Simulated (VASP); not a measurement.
# CO2 (Pbcn) in VASP: a series of runs, part 2 of 2

VASP 6.6.1. Earlier steps stand in the parts before.

### 3 Single point, r2SCAN

Input file POSCAR:

```
CO2
1.0
    4.7845453300      0.0000000000      0.0000000000
    0.0000000000      6.3155396400      0.0000000000
    0.0000000000      0.0000000000      5.6788908400
C O
4 8
Direct
    0.5000000000      0.8537385453      0.7500000000
    0.0000000000      0.3537385453      0.7500000000
    0.0000000000      0.6462614547      0.2500000000
    0.5000000000      0.1462614547      0.2500000000
    0.7014169570      0.1455655134      0.1362541725
    0.2985830430      0.1455655134      0.3637458275
    0.7985830430      0.6455655134      0.1362541725
    0.2014169570      0.3544344866      0.8637458275
    0.2014169570      0.6455655134      0.3637458275
    0.7985830430      0.3544344866      0.6362541725
    0.7014169570      0.8544344866      0.6362541725
    0.2985830430      0.8544344866      0.8637458275
```

Input file INCAR.step1:

```
SYSTEM = CO2
ALGO = Normal
EDIFF = 1E-4
ENCUT = 520
GGA = PE
ISMEAR = -1
LASPH = .True.
LCHARG = .False.
LREAL = .False.
LWAVE = .True.
NBANDS = 44
NELM = 80
PREC = Accurate
SIGMA = 0.02
```

Input file INCAR.step2:

```
SYSTEM = CO2
ALGO = Normal
EDIFF = 1E-7
ENCUT = 520
ISIF = 2
ISMEAR = -1
ISTART = 1
LASPH = .True.
LCHARG = .False.
LMIXTAU = .True.
LREAL = .False.
LWAVE = .False.
METAGGA = R2SCAN
NBANDS = 44
NELM = 80
PREC = Accurate
SIGMA = 0.02
```

Input file KPOINTS:

```
k-points
0
Gamma
  5 4 4
  0 0 0
```

Potentials or basis: VASP PAW PBE potentials, release 64 (C, O).

On the command line:

```sh
$ cat potpaw_PBE.64/C/POTCAR potpaw_PBE.64/O/POTCAR > POTCAR
$ cp INCAR.step1 INCAR
$ mpirun -np 1 vasp_std > vasp.out
$ cp INCAR.step2 INCAR
$ mpirun -np 1 vasp_std > vasp.out
```

OUTCAR:

```text
SYSTEM = CO2
   EDIFF = 1E-7
   ENCUT = 520
   ISIF = 2
   ISMEAR = -1
   ISTART = 1
   LASPH = .True.
   LREAL = .False.
   METAGGA = R2SCAN
   NELM = 80
   PREC = Accurate

 ion  position               nearest neighbor table
   1  0.500  0.854  0.750-  11 1.16  12 1.16
   2  0.000  0.354  0.750-   8 1.16  10 1.16
   3  0.000  0.646  0.250-   7 1.16   9 1.16
   4  0.500  0.146  0.250-   5 1.16   6 1.16
   5  0.701  0.146  0.136-   4 1.16
   6  0.299  0.146  0.364-   4 1.16
   7  0.799  0.646  0.136-   3 1.16
   8  0.201  0.354  0.864-   2 1.16
   9  0.201  0.646  0.364-   3 1.16
  10  0.799  0.354  0.636-   2 1.16
  11  0.701  0.854  0.636-   1 1.16
  12  0.299  0.854  0.864-   1 1.16

  LATTYP: Found a simple orthorhombic cell.
 ALAT       =     4.7845453300
 B/A-ratio  =     1.1869238242
 C/A-ratio  =     1.3199874187

  Lattice vectors:

 A1 = (  -4.7845453300,   0.0000000000,   0.0000000000)
 A2 = (   0.0000000000,   0.0000000000,   5.6788908400)
 A3 = (   0.0000000000,   6.3155396400,   0.0000000000)

Analysis of symmetry for initial positions (statically):
=====================================================================
 Subroutine PRICEL returns:
 Original cell was already a primitive cell.

 Routine SETGRP: Setting up the symmetry group for a
 simple orthorhombic supercell.

 Subroutine GETGRP returns: Found  8 space group operations
 (whereof  2 operations were pure point group operations)
 out of a pool of  8 trial point group operations.

The static configuration has the point symmetry S_2 .
 The point group associated with its full space group is D_2h.

Analysis of symmetry for dynamics (positions and initial velocities):
[... 153 lines left out ...]
  volume/ion in A,a.u.               =      14.30        96.50
  Fermi-wavevector in a.u.,A,eV,Ry     =   1.178410  2.226873 18.893748  1.388651
  Thomas-Fermi vector in A             =   2.314740
   LORBIT       =      0    0 simple, 1 ext, 2 COOP (PROOUT), +10 PAW based schemes
   METAGGA = R2SCAN    functional components
   LHFCALC =     F    Hartree Fock is set to
   AEXX    =    0.0000 exact exchange contribution
   IVDW    =     0    specifies the selected vdW correction
   LEPSILON=     F    determine dielectric tensor
   LRPA    =     F    only Hartree local field effects (RPA)
 non-spin polarized calculation
  energy-cutoff  :      520.00
  volume of cell :      171.60
 maximum number of plane-waves:      4658
 NGX is ok and might be reduce to    36
   NGX = 17   NGY = 23   NGZ = 21

 number of electron      64.0000028 magnetization

 Free energy of the ion-electron system (eV)
  ---------------------------------------------------
  ext. energy  EPLUGINS =         0.00000000
  ---------------------------------------------------
  free energy    TOTEN  =      -102.88330871 eV

  energy without entropy =     -102.88330871  energy(sigma->0) =     -102.88330871

 E-fermi :  -3.3370     XC(G=0):  -8.4260

 val. band max:       -3.8505958495   @ k =   0.0000   0.0000   0.2500
 cond. band min:       3.4855356997   @ k =   0.0000   0.0000   0.0000
 fundamental gap:      7.3361315492
 Fermi energy:        -3.3369986737

 k-point     1 :       0.0000    0.0000    0.0000
  band No.  band energies     occupation
      1     -25.8708      2.00000
      2     -25.6629      2.00000
      3     -25.6559      2.00000
      4     -25.5929      2.00000
      5     -24.6391      2.00000
      6     -24.6139      2.00000
[... 1117 lines left out ...]
     43       6.9900      0.00000
     44       6.9900      0.00000

 [... further k-points ...]
[... 5 lines left out ...]
  --------------------------------------------------------------------------------------
  -------------------------------------------------------------------------------------
  Total        5.1660930      0.0050066      2.4065703      0.0000000      0.0000000      0.0000000
  in kB       48.2345403      0.0467452     22.4695551      0.0000000      0.0000000      0.0000000
  external PRESSURE =      23.5836135 kB  Pullay stress =       0.0000000 kB

 VOLUME and BASIS-vectors are now :
 -----------------------------------------------------------------------------
  energy-cutoff  :      520.00
  volume of cell :      171.60
      direct lattice vectors                 reciprocal lattice vectors
     4.784545330  0.000000000  0.000000000     0.209006276  0.000000000  0.000000000
     0.000000000  6.315539640  0.000000000     0.000000000  0.158339597  0.000000000
     0.000000000  0.000000000  5.678890840     0.000000000  0.000000000  0.176090724

 POSITION                                       TOTAL-FORCE (eV/Angst)
 -----------------------------------------------------------------------------------
      2.39227      5.39182      4.25917        -0.000000     -0.016662     -0.000000
      0.00000      2.23405      4.25917        -0.000000     -0.016662     -0.000000
      0.00000      4.08149      1.41972         0.000000      0.016662     -0.000000
      2.39227      0.92372      1.41972         0.000000      0.016662     -0.000000
      3.35596      0.91932      0.77377         0.659158     -0.006551     -0.447886
      1.42858      0.91932      2.06567        -0.659158     -0.006551      0.447886
      3.82086      4.07709      0.77377        -0.659158     -0.006551     -0.447886
      0.96369      2.23845      4.90512         0.659158      0.006551      0.447886
      0.96369      4.07709      2.06567         0.659158     -0.006551      0.447886
      3.82086      2.23845      3.61322        -0.659158      0.006551     -0.447886
      3.35596      5.39621      3.61322         0.659158      0.006551     -0.447886
      1.42858      5.39621      4.90512        -0.659158      0.006551      0.447886
 -----------------------------------------------------------------------------------
    total drift:                               -0.000000      0.000000     -0.000000

  FREE ENERGIE OF THE ION-ELECTRON SYSTEM (eV)
  ---------------------------------------------------
  free  energy   TOTEN  =      -102.8833087073 eV

  energy  without entropy=     -102.8833087073  energy(sigma->0) =     -102.88330871
```

OSZICAR.step1:

```text
N       E                     dE             d eps       ncg     rms          rms(c)
DAV:   1     0.408151008757E+03    0.40815E+03   -0.34141E+04  2384   0.134E+03
DAV:   2    -0.689199262792E+02   -0.47707E+03   -0.46450E+03  3168   0.320E+02
DAV:   3    -0.981223225091E+02   -0.29202E+02   -0.28991E+02  2816   0.826E+01
DAV:   4    -0.984819845621E+02   -0.35966E+00   -0.35842E+00  2688   0.103E+01
DAV:   5    -0.984875955624E+02   -0.56110E-02   -0.56102E-02  2712   0.126E+00    0.194E+01
DAV:   6    -0.923803121157E+02    0.61073E+01   -0.18238E+01  2656   0.225E+01    0.888E+00
DAV:   7    -0.919664011391E+02    0.41391E+00   -0.91178E-01  2720   0.519E+00    0.495E+00
DAV:   8    -0.918646458061E+02    0.10176E+00   -0.69402E-01  2664   0.397E+00    0.107E+00
DAV:   9    -0.918496785253E+02    0.14967E-01   -0.53715E-02  2604   0.127E+00    0.426E-01
DAV:  10    -0.918504649142E+02   -0.78639E-03   -0.11509E-02  2768   0.482E-01    0.870E-02
DAV:  11    -0.918507553801E+02   -0.29047E-03   -0.29215E-04  2200   0.102E-01    0.361E-02
DAV:  12    -0.918508291554E+02   -0.73775E-04   -0.52313E-05  1556   0.413E-02
   1 F= -.91850829E+02 E0= -.91850829E+02  d E =-.315866E-12
```

It took 5 min on 1 thread of Intel Xeon 6975P-C (Granite Rapids), shared host; peak memory 0.36 GiB.

What came out:

```
Free energy            : -102.8833 eV
Pressure               : 2.4 GPa
Largest force          : 0.797 eV/Å
Band gap on the k mesh : 7.34 eV (least direct gap 7.34 eV)
```

Forces in eV/Å, atoms in the order of the input:
```
C    0.000 -0.017  0.000
C    0.000 -0.017  0.000
C    0.000  0.017  0.000
C    0.000  0.017  0.000
O    0.659 -0.007 -0.448
O   -0.659 -0.007  0.448
O   -0.659 -0.007 -0.448
O    0.659  0.007  0.448
O    0.659 -0.007  0.448
O   -0.659  0.007 -0.448
O    0.659  0.007 -0.448
O   -0.659  0.007  0.448
```

Stress tensor (GPa, compression positive):
```
4.82 0.00 0.00
0.00 0.00 0.00
0.00 0.00 2.25
```

Levels at points of the mesh, in eV from the valence-band top:
| k point | band 30 | band 31 | band 32 | band 33 | band 34 | band 35 |
| --- | --- | --- | --- | --- | --- | --- |
| (0.00, 0.00, 0.00) | -0.23 | -0.07 | -0.01 | 7.34 | 8.58 | 8.73 |
| (0.00, 0.50, 0.00) | -0.39 | -0.30 | -0.30 | 8.39 | 8.39 | 8.82 |
| (0.00, 0.00, 0.50) | -0.57 | -0.01 | -0.01 | 8.62 | 8.62 | 8.78 |
| (0.00, 0.50, 0.50) | -0.40 | -0.40 | -0.40 | 8.70 | 8.70 | 8.70 |

Caveat: the PAW data sets were made with another functional, which shifts forces and pressure a little.
